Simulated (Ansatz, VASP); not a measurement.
# Mg3Sb2 in VASP and in Ansatz

File POSCAR:

```
Mg3Sb2
1.0
    4.5952433795      0.0000000000      0.0000000000
   -2.2976216898      3.9795975032      0.0000000000
    0.0000000000      0.0000000000      7.2730418868
Mg Sb
3 2
Direct
    0.3333333333      0.6666666667      0.6322157793
    0.6666666667      0.3333333333      0.3677842207
    0.0000000000      0.0000000000      0.0000000000
    0.3333333333      0.6666666667      0.2257195762
    0.6666666667      0.3333333333      0.7742804238
```

INCAR.step1

```
SYSTEM = Mg3Sb2
PREC = Accurate
ENCUT = 660
ISMEAR = 0
SIGMA = 0.01
LREAL = .FALSE.
LASPH = .TRUE.
NELM = 120
GGA = PE
ALGO = Normal
EDIFF = 1E-5
LWAVE = .TRUE.
LCHARG = .FALSE.
GGA_COMPAT = .FALSE.
IBRION = 2
ISIF = 3
EDIFFG = -0.005
NELMIN = 4
NSW = 100
```

Contents of INCAR.step2:

```
SYSTEM = Mg3Sb2
PREC = Accurate
ENCUT = 660
EDIFF = 1E-7
ISMEAR = 0
SIGMA = 0.01
LREAL = .FALSE.
LASPH = .TRUE.
NELM = 120
ALGO = Normal
ISIF = 3
LWAVE = .FALSE.
LCHARG = .FALSE.
METAGGA = R2SCAN
LMIXTAU = .TRUE.
IBRION = 2
NSW = 70
EDIFFG = -0.005
ISTART = 1
GGA_COMPAT = .FALSE.
NELMIN = 4
```

File KPOINTS:

```
regular mesh
0
G
  9 9 6
  0 0 0
```

Input for Ansatz:

```yaml
crystal:
  lattice:
    - [4.5952433795, 0.0, 0.0]
    - [-2.2976216898, 3.9795975032, 0.0]
    - [0.0, 0.0, 7.2730418868]
  atoms:
    - { symbol: Mg, position: [0.3333333333, 0.6666666667, 0.6322157793] }
    - { symbol: Mg, position: [0.6666666667, 0.3333333333, 0.3677842207] }
    - { symbol: Mg, position: [0.0, 0.0, 0.0] }
    - { symbol: Sb, position: [0.3333333333, 0.6666666667, 0.2257195762] }
    - { symbol: Sb, position: [0.6666666667, 0.3333333333, 0.7742804238] }
basis:
  ecutwfc: 500
kpoints:
  mp_grid: { grid: [9, 9, 6] }
hamiltonian:
  xc: r2scan
scf:
  occupations: { method: gaussian, width: 0.01 }
output:
  forces: true
  stress: true
  eigenvalues: true
relax:
  adjacent_minimum: "off"
  f_tol: 0.005
  max_steps: 50
  cell: { stress_tol: 0.05 }
```

Alike in both runs: task relaxation of cell and atoms; functional r2SCAN; k mesh 9 × 9 × 6; occupations gaussian, width 0.01 eV; no spin polarisation.

|  | VASP | Ansatz |
| --- | --- | --- |
| version | VASP 6.6.1 | Ansatz 0.2.0 |
| potentials or method | VASP PAW PBE potentials, release 64 (Mg, Sb), cutoff 660 eV | scalar-relativistic, plane waves, PAW |
| valence electrons in the cell | 16 | 60 |

|  | VASP | Ansatz | Ansatz less VASP |
| --- | --- | --- | --- |
| gap on the k mesh at the Fermi level, each at its own relaxed structure (eV) | 0.57 | 0.61 | +0.039 |
| relaxed volume (Å³/atom) | 26.17 | 26.19 | +0.015 |
| relaxed cell length with the largest relative difference (Å) | 4.566 | 4.568 | +0.0014 |

VASP's potentials were made for PBE, not for r2SCAN. VASP's potentials hold 16 valence electrons a cell and Ansatz's 60, so a difference there can come from the potentials and not from the codes.

Spin-orbit coupling is off throughout.
